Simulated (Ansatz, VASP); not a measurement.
One calculation of SiNi, two programs

```xyz
2
Lattice="-1.5159 -1.5159 -3.4097 -1.5159 -3.4097 -1.5159 -3.4097 -1.5159 -1.5159" Properties=species:S:1:pos:R:3 pbc="T T T"
Ni   -3.4097   -1.5159   -1.5159
Si   -3.2208   -3.2208   -3.2208
```

Alike in both runs: functional PBE; k mesh 18 × 18 × 18; occupations gaussian, width 0.1 eV; no spin polarisation.

Ansatz relaxed the structure, and its values are those at the end. VASP's run is a single point on that final structure, the one shown.

```csv
,VASP,Ansatz
version,VASP 6.6.1,Ansatz 0.2.0
potentials or method,"VASP PAW PBE potentials, release 64 (Ni, Si), cutoff 520 eV","scalar-relativistic, plane waves, PAW"
valence electrons in the cell,14,22
```

```tsv
	VASP	Ansatz	Ansatz less VASP
gap on the k mesh at the Fermi level (eV)	none	none	-
pressure (GPa)	0.1	0.0	-0.12
```

A gap of «none» marks a metal or a gap that the smearing closes. VASP's potentials hold 14 valence electrons a cell and Ansatz's 22, so a difference there can come from the potentials and not from the codes.
